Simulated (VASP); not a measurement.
Write the native input for VASP 6.6.1 that does the following.

```yaml
Task: single point
Functional: PBEsol
Dispersion: D4
Potentials_or_basis: VASP PAW PBE potentials, release 64 (Al, N)
Cutoff: 520 eV
k_mesh: 10 × 10 × 10
Occupations: fermi-dirac, width 0.05 eV
Spin: no spin polarisation
Dipole_correction: no
Further_INCAR_settings: ALGO = Normal; EDIFF = 1e-07; NBANDS = 11
```

The structure of AlN lies in POSCAR:

```
AlN
1.0
    0.0000000000      2.1693354430      2.1693354430
    2.1693354430      0.0000000000      2.1693354430
    2.1693354430      2.1693354430      0.0000000000
Al N
1 1
Direct
    0.0000000000      0.0000000000      0.0000000000
    0.2500000000      0.2500000000      0.2500000000
```

The input as run:

INCAR

```
PREC = Accurate
ENCUT = 520
EDIFF = 1E-7
ISMEAR = -1
SIGMA = 0.05
LREAL = False
LASPH = True
NELM = 60
ALGO = Normal
ISIF = 2
LWAVE = False
LCHARG = False
GGA = PS
IVDW = 13
NBANDS = 11
```

KPOINTS

```
regular mesh
0
Gamma
  10 10 10
```

Potentials or basis: VASP PAW PBE potentials, release 64 (Al, N).

Launch:

```console
$ cat potpaw_PBE.64/Al/POTCAR potpaw_PBE.64/N/POTCAR > POTCAR
$ mpirun -np 1 vasp_std > vasp.out
```

Results of the run:

The pressure is 2.9 GPa. The band gap on the k mesh is 3.20 eV, indirect (least direct gap 4.31 eV) and the dispersion energy per atom is -0.178 eV.

Caveat: the PAW data sets were made with another functional, which shifts forces and pressure a little.

It took 14 s on 1 thread of Intel Xeon 8259CL, with other jobs on the host, peak memory 0.14 GiB.
